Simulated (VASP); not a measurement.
# Se (P3_221) in VASP: single point with r2SCAN0

Aim: the single point of Se with r2SCAN0.

Everything below comes from runs of VASP 6.6.1. Logs are shortened: lines on timing, memory, paths and dates and some standing lists are left out, and cuts for length are marked.

## (1) The cell of the first run

It takes space group P3_221 (No. 154, trigonal). The conventional cell has a = 4.355 Å, b = 4.355 Å, c = 4.949 Å, α = 90.00°, β = 90.00°, γ = 120.00°. Within 3.1 Å of Se (site symmetry 2) lie 2 Se at 2.32 Å.

## (2) Single point, r2SCAN0

File POSCAR:

```
Se
1.0
    4.3551700000      0.0000000000      0.0000000000
   -2.1775850000      3.7716878578      0.0000000000
    0.0000000000      0.0000000000      4.9494500000
Se
3
Direct
    0.7830000000      0.7830000000      0.5000000000
    0.0000000000      0.2170000000      0.8333333333
    0.2170000000      0.0000000000      0.1666666667
```

File INCAR.step1:

```
PREC     = Accurate       # precision mode
ENCUT    = 520            # plane-wave cutoff, eV
EDIFF    = 1E-5           # SCF threshold, eV
ISMEAR   = -1             # smearing method
SIGMA    = 0.05           # smearing width, eV
LREAL    = F              # projectors in reciprocal space
LASPH    = T              # aspherical terms in the spheres
NELM     = 100            # most SCF steps
ALGO     = Normal         # electronic algorithm
ISIF     = 2              # what is computed and relaxed
LWAVE    = T              # write WAVECAR
GGA      = PE             # functional
NBANDS   = 16             # bands
```

File INCAR.step2:

```
PREC     = Accurate       # precision mode
ENCUT    = 520            # plane-wave cutoff, eV
EDIFF    = 1E-6           # SCF threshold, eV
ISMEAR   = -1             # smearing method
SIGMA    = 0.05           # smearing width, eV
LREAL    = F              # projectors in reciprocal space
LASPH    = T              # aspherical terms in the spheres
NELM     = 100            # most SCF steps
ALGO     = Normal         # electronic algorithm
ISIF     = 2              # what is computed and relaxed
LWAVE    = F              # write WAVECAR
LCHARG   = T              # write CHGCAR
METAGGA  = R2SCAN         # meta-GGA
LHFCALC  = T              # exact exchange
AEXX     = 0.25           # exact-exchange fraction
LMIXTAU  = T            
PRECFOCK = Normal       
LELF     = T              # ELF
LVHAR    = T            
ISTART   = 1            
NBANDS   = 16             # bands
```

File KPOINTS:

```
Automatic mesh
0
Gamma
  4 4 3
```

Potentials or basis: VASP PAW PBE potentials, release 64 (Se).

Launch:

```
$ cat potpaw_PBE.64/Se/POTCAR > POTCAR
$ cp INCAR.step1 INCAR
$ mpirun -np 1 vasp_std > vasp.out
$ cp INCAR.step2 INCAR
$ mpirun -np 1 vasp_std > vasp.out
```

OUTCAR:

```text
PREC = Accurate
   ENCUT = 520
   EDIFF = 1E-6
   ISMEAR = -1
   LREAL = F
   LASPH = T
   NELM = 100
   ISIF = 2
   METAGGA = R2SCAN
   LHFCALC = T
   AEXX = 0.25
   PRECFOCK = Normal
   ISTART = 1

 ion  position               nearest neighbor table
   1  0.783  0.783  0.500-   3 2.32   2 2.32
   2  0.000  0.217  0.833-   1 2.32   3 2.32
   3  0.217  0.000  0.167-   1 2.32   2 2.32

  LATTYP: Found a hexagonal cell.
 ALAT       =     4.3551700000
 C/A-ratio  =     1.1364539157

  Lattice vectors:

 A1 = (   4.3551700000,   0.0000000000,   0.0000000000)
 A2 = (  -2.1775850000,   3.7716878578,   0.0000000000)
 A3 = (   0.0000000000,   0.0000000000,   4.9494500000)

Analysis of symmetry for initial positions (statically):
=====================================================================
 Subroutine PRICEL returns:
 Original cell was already a primitive cell.

 Routine SETGRP: Setting up the symmetry group for a
 hexagonal supercell.

 Subroutine GETGRP returns: Found  6 space group operations
 (whereof  2 operations were pure point group operations)
 out of a pool of 24 trial point group operations.

The static configuration has the point symmetry C_2 .
 The point group associated with its full space group is D_3 .

Analysis of symmetry for dynamics (positions and initial velocities):
=====================================================================
 Subroutine PRICEL returns:
 Original cell was already a primitive cell.

 Routine SETGRP: Setting up the symmetry group for a
 hexagonal supercell.

 Subroutine GETGRP returns: Found  6 space group operations
 (whereof  2 operations were pure point group operations)
 out of a pool of 24 trial point group operations.

The dynamic configuration has the point symmetry C_2 .
 The point group associated with its full space group is D_3 .

 Subroutine INISYM returns: Found  6 space group operations
 (whereof  2 operations are pure point group operations),
 and found     1 'primitive' translations

[... 78 lines left out ...]
   ENCUT  =  520.0 eV  38.22 Ry    6.18 a.u.   8.10  8.10  9.20*2*pi/ulx,y,z
   NELM   =    100;   NELMIN=  2; NELMDL=  0     # of ELM steps
   EDIFF  = 0.1E-05   stopping-criterion for ELM
   LREAL  =      F    real-space projection
   EDIFFG = 0.1E-04   stopping-criterion for IOM
   NSW    =      0    number of steps for IOM
   IBRION =     -1    ionic relax: 0-MD 1-quasi-New 2-CG
   NFREE  =      0    steps in history (QN), initial steepest desc. (CG)
   ISIF   =      2    stress and relaxation
   ISYM   =      3    0-nonsym 1-usesym 2-fastsym
   POTIM  = 0.5000    time-step for ionic-motion
   TEBEG  =    0.0;   TEEND  =   0.0 temperature during run
   PSTRESS=    0.0 pullay stress
   NELECT =      18.0000    total number of electrons
   NUPDOWN=      -1.0000    fix difference up-down
   EMIN   =  10.00;   EMAX   =-10.00  energy-range for DOS
   EFERMI =   0.00;   METHOD = LEGACY
   ISMEAR =    -1;   SIGMA  =   0.05  broadening in eV -4-tet -1-fermi 0-gaus
   EFERMI_NEDOS =   21; number of points for ismear=-14 and -15
   IALGO  =     38    algorithm
   IMIX   =      1    mixing-type and parameters
     AMIX     =   0.40;   BMIX     =  1.00
     AMIX_MAG =   1.60;   BMIX_MAG =  1.00
  volume/ion in A,a.u.               =      27.10       182.88
  Fermi-wavevector in a.u.,A,eV,Ry     =   0.990375  1.871538 13.345178  0.980843
  Thomas-Fermi vector in A             =   2.122041
   LORBIT       =      0    0 simple, 1 ext, 2 COOP (PROOUT), +10 PAW based schemes
   METAGGA = R2SCAN    functional components
   LHFCALC =     T    Hartree Fock is set to
   PRECFOCK=normal    Normal, Fast or Accurate (Low or Medium for compatibility)
   ENCUT4O =  -1.0   cutoff for four orbital integrals eV
   NKREDX  =     1    reduce k-point grid by
   NKREDY  =     1    reduce k-point grid by
   NKREDZ  =     1    reduce k-point grid by
   AEXX    =    0.2500 exact exchange contribution
   HFSCREEN=    0.0000 screening length (either q_TF or 0.3 A-1)
   HFSCREENC=   0.0000 screening length for correlation (either q_TF or 0.3 A-1)
   ENCUTFOCK=  -1.0 apply spherical cutoff to Coloumb kernel
   IVDW    =     0    specifies the selected vdW correction
   LEPSILON=     F    determine dielectric tensor
   LRPA    =     F    only Hartree local field effects (RPA)
 non-spin polarized calculation
  energy-cutoff  :      520.00
  volume of cell :       81.30
 maximum number of plane-waves:      2198
  NGX = 28; NGY = 28; NGZ = 28

 number of electron      17.9999997 magnetization

 Free energy of the ion-electron system (eV)
  ---------------------------------------------------
  ext. energy  EPLUGINS =         0.00000000
  ---------------------------------------------------
  free energy    TOTEN  =       -39.59434672 eV

  energy without entropy =      -39.59434672  energy(sigma->0) =      -39.59434672

 E-fermi :   2.5575     XC(G=0):  -7.2775

 val. band max:        1.3291050767   @ k =   0.2500   0.2500   0.3333
 cond. band min:       4.7844787561   @ k =   0.0000   0.0000   0.3333
 fundamental gap:      3.4553736794
 Fermi energy:         2.5575231611

 k-point     1 :       0.0000    0.0000    0.0000
  band No.  band energies     occupation
      1     -16.4325      2.00000
      2     -11.5080      2.00000
      3     -11.5080      2.00000
      4      -2.6498      2.00000
      5      -2.6498      2.00000
      6      -2.4767      2.00000
[... 148 lines left out ...]
      3     -10.0848      2.00000
      4      -4.6441      2.00000
      5      -4.1271      2.00000
      6      -2.8941      2.00000
[... 8 lines left out ...]
     15      12.0403      0.00000
     16      12.6591      0.00000

------------------------ aborting loop because EDIFF is reached ----------------------------------------

  FORCE on cell =-STRESS in cart. coord.  units (eV):
  Direction    XX          YY          ZZ          XY          YZ          ZX
  --------------------------------------------------------------------------------------
  -------------------------------------------------------------------------------------
  Total        1.2562455      1.2562455      0.9421007     -0.0000000      0.0000000      0.0000000
  in kB       24.7563890     24.7563890     18.5656481     -0.0000000      0.0000000      0.0000000
  external PRESSURE =      22.6928087 kB  Pullay stress =       0.0000000 kB

 VOLUME and BASIS-vectors are now :
 -----------------------------------------------------------------------------
  energy-cutoff  :      520.00
  volume of cell :       81.30
      direct lattice vectors                 reciprocal lattice vectors
     4.355170000  0.000000000  0.000000000     0.229612162  0.132566644  0.000000000
    -2.177585000  3.771687858  0.000000000     0.000000000  0.265133287  0.000000000
     0.000000000  0.000000000  4.949450000     0.000000000  0.000000000  0.202042651

 POSITION                                       TOTAL-FORCE (eV/Angst)
 -----------------------------------------------------------------------------------
      1.70505      2.95323      2.47472        -0.178360     -0.308928      0.000000
     -0.47254      0.81846      4.12454        -0.178360      0.308928     -0.000000
      0.94507      0.00000      0.82491         0.356720      0.000000      0.000000
 -----------------------------------------------------------------------------------
    total drift:                                0.000001      0.000001     -0.000000

  FREE ENERGIE OF THE ION-ELECTRON SYSTEM (eV)
  ---------------------------------------------------
  free  energy   TOTEN  =       -39.5943467194 eV

  energy  without entropy=      -39.5943467194  energy(sigma->0) =      -39.59434672
```

It took 18 min on 1 thread of Oxide Virtual Turin-like, shared host; peak memory 0.19 GiB.

What came out:

```
Free energy            : -39.5943 eV
Pressure               : 2.3 GPa
Largest force          : 0.357 eV/Å
Band gap on the k mesh : 3.46 eV, indirect (least direct gap 3.73 eV)
```

Forces on the atoms (eV/Å):
```
Se  -0.178 -0.309  0.000
Se  -0.178  0.309  0.000
Se   0.357  0.000  0.000
```

Caveat: the k points lie up to 0.42 Å⁻¹ apart; the PAW data sets were made with another functional, which shifts forces and pressure a little. A k mesh can miss the band edges.
